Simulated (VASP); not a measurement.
**Ga4Sb3As: single point with PBE**

Ga4Sb3As:

```
CELL_PARAMETERS angstrom
4.31457 0.00000 0.00000
0.00000 4.31457 0.00000
0.00000 0.00000 12.19343
ATOMIC_POSITIONS crystal
Ga 0.50000 0.00000 0.62927
Ga 0.00000 0.50000 0.88740
Ga 0.50000 0.00000 0.11260
Ga 0.00000 0.50000 0.37073
Sb 0.50000 0.50000 0.24181
Sb 0.00000 0.00000 0.50000
Sb 0.50000 0.50000 0.75819
As 0.00000 0.00000 0.00000
```

```json
{
  "Program": "VASP 6.6.1",
  "Task": "single point",
  "Functional": "PBE",
  "Potentials or basis": "VASP PAW PBE potentials, release 64 (Ga_d, Sb, As)",
  "Cutoff": "520 eV",
  "k mesh": "10 × 10 × 4",
  "Occupations": "gaussian, width 0.1 eV",
  "Spin": "no spin polarisation",
  "Dipole correction": "no",
  "Further INCAR settings": "ALGO = Normal; EDIFF = 1e-07; NBANDS = 46"
}
```

The pressure is 0.1 GPa. The largest force is 0.006 eV/Å and the band gap on the k mesh is zero (filled and empty bands touch).

Forces in eV/Å, atoms in the order of the input:
```
Ga   0.000  0.000  0.001
Ga   0.000  0.000 -0.006
Ga   0.000  0.000  0.006
Ga   0.000  0.000 -0.001
Sb   0.000  0.000 -0.001
Sb   0.000  0.000  0.000
Sb   0.000  0.000  0.001
As   0.000  0.000  0.000
```

Levels at points of the mesh, in eV from the Fermi level:
```csv
k point,band 33,band 34,band 35,band 36,band 37,band 38,band 39,band 40
"(0.00, 0.00, 0.00)",-1.45,-0.37,-0.10,-0.04,-0.04,0.90,1.31,1.34
"(0.50, 0.00, 0.00)",-1.15,-1.03,-0.99,-0.95,0.07,0.53,1.81,2.20
"(0.50, 0.50, 0.00)",-2.57,-2.52,-2.52,-2.43,1.02,1.02,1.25,1.34
"(0.00, 0.00, 0.50)",-0.81,-0.81,-0.52,-0.52,0.82,0.98,1.54,1.56
"(0.50, 0.00, 0.50)",-1.81,-1.00,-1.00,-0.98,0.89,1.46,1.53,1.64
"(0.50, 0.50, 0.50)",-2.89,-2.84,-2.77,-2.71,1.89,1.89,2.11,2.11
```

Wall time 5.5 min on 1 thread of Intel(R) Xeon(R) 6975P-C (Granite Rapids), with other jobs on the host, peak memory 0.69 GiB.

Caveat: semilocal functionals underestimate gaps, and a narrow one can read as zero; spin-orbit coupling is left out, which moves the levels of the heavy elements.
